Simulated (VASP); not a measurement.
Write the native input for VASP 6.6.1 that does the following.

```
Task                   : single point
Functional             : r2SCAN
Potentials or basis    : VASP PAW PBE potentials, release 64 (Mo_sv, S)
Cutoff                 : 520 eV
k mesh                 : 12 × 12 × 12
Occupations            : gaussian, width 0.1 eV
Spin                   : collinear spin
Starting moments       : [2.0, 0.0] μB
Hubbard terms          : Mo d U = 4.38 eV
Dipole correction      : no
Further INCAR settings : ALGO = Normal; EDIFF = 1e-06; NBANDS = 21
```

MoS:

```
Mo S
1.0
     0.00000    2.97238    2.97238
     2.97238    0.00000    2.97238
     2.97238    2.97238    0.00000
Mo S
1 1
Direct
  0.00000 0.00000 0.00000
  0.25000 0.25000 0.25000
```

The input as run:

POSCAR

```
MoS
1.0
    0.0000000000      2.9723796260      2.9723796260
    2.9723796260      0.0000000000      2.9723796260
    2.9723796260      2.9723796260      0.0000000000
Mo S
1 1
Direct
    0.0000000000      0.0000000000      0.0000000000
    0.2500000000      0.2500000000      0.2500000000
```

INCAR.step1

```
SYSTEM = MoS
  ALGO = Normal
  EDIFF = 1E-4
  ENCUT = 520
  GGA = PE
  ISMEAR = 0
  ISPIN = 2
  LASPH = .True.
  LCHARG = .False.
  LDAU = .True.
  LDAUJ = 0 0
  LDAUL = 2 -1
  LDAUTYPE = 2
  LDAUU = 4.38 0
  LMAXMIX = 4
  LREAL = .False.
  LWAVE = .True.
  MAGMOM = 2 0
  NBANDS = 21
  NELM = 150
  PREC = Accurate
  SIGMA = 0.1
```

INCAR.step2

```
SYSTEM = MoS
  ALGO = Normal
  EDIFF = 1E-6
  ENCUT = 520
  ISIF = 2
  ISMEAR = 0
  ISPIN = 2
  ISTART = 1
  LASPH = .True.
  LCHARG = .True.
  LDAU = .True.
  LDAUJ = 0 0
  LDAUL = 2 -1
  LDAUPRINT = 1
  LDAUTYPE = 2
  LDAUU = 4.38 0
  LELF = .True.
  LMAXMIX = 4
  LMIXTAU = .True.
  LORBIT = 11
  LREAL = .False.
  LVHAR = .True.
  LWAVE = .False.
  MAGMOM = 2 0
  METAGGA = R2SCAN
  NBANDS = 21
  NELM = 150
  PREC = Accurate
  SIGMA = 0.1
```

KPOINTS

```
k-points
0
Gamma
  12 12 12
  0 0 0
```

Potentials or basis: VASP PAW PBE potentials, release 64 (Mo_sv, S).

Run with:

```bash
$ cat potpaw_PBE.64/Mo_sv/POTCAR potpaw_PBE.64/S/POTCAR > POTCAR
$ cp INCAR.step1 INCAR
$ mpirun -np 1 vasp_std > vasp.out
$ cp INCAR.step2 INCAR
$ mpirun -np 1 vasp_std > vasp.out
```

Results of the run:

```
Pressure                                              : -0.9 GPa
Band gap on the k mesh                                : zero (filled and empty bands overlap)
Net moment                                            : 4.00 μB per cell
Site moments                                          : Mo +3.61; S -0.21 μB
Valence electrons inside the program's atomic spheres : Mo 12.17; S 3.73
```

Caveat: the PAW data sets were made with another functional, which shifts forces and pressure a little.

Wall time 6.9 min on 1 thread of Intel Xeon 8259CL, with other jobs on the host, peak memory 0.3 GiB.
